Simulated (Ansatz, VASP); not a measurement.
# SrCu2Sb2 in VASP and in Ansatz

```xyz
10
Lattice="4.7421 0.0000 0.0000 0.0000 4.7421 0.0000 0.0000 0.0000 11.1736" Properties=species:S:1:pos:R:3 pbc="T T T"
Sr    2.3710    0.0000    2.6438
Sr    0.0000    2.3710    8.5298
Cu    2.3710    0.0000    7.0719
Cu    0.0000    0.0000    0.0000
Cu    0.0000    2.3710    4.1017
Cu    2.3710    2.3710    0.0000
Sb    0.0000    2.3710    1.4361
Sb    2.3710    2.3710    5.5868
Sb    0.0000    0.0000    5.5868
Sb    2.3710    0.0000    9.7375
```

Alike in both runs: task single point; functional LDA; k mesh 6 × 6 × 3; no spin polarisation.

|  | VASP | Ansatz |
| --- | --- | --- |
| version | VASP 6.6.1 | Ansatz 0.2.0 |
| potentials or method | VASP PAW LDA potentials, release 64 (Sr_sv, Cu, Sb), cutoff 520 eV | plane waves, PAW |
| occupations | methfessel-paxton of order 1, width 0.1 eV | methfessel-paxton of order 1 |
| valence electrons in the cell | 84 | 156 |

|  | VASP | Ansatz | Ansatz less VASP |
| --- | --- | --- | --- |
| pressure (GPa) | -9.0 | -9.2 | -0.27 |
| traceless stress, the component that is largest in VASP (GPa) | -0.17 | -0.19 | -0.024 |

LDA's correlation is that of Perdew and Zunger in VASP and of Perdew and Wang (1992) in Ansatz. VASP's potentials hold 84 valence electrons a cell and Ansatz's 156, so a difference there can come from the potentials and not from the codes.

Spin-orbit coupling is off throughout.
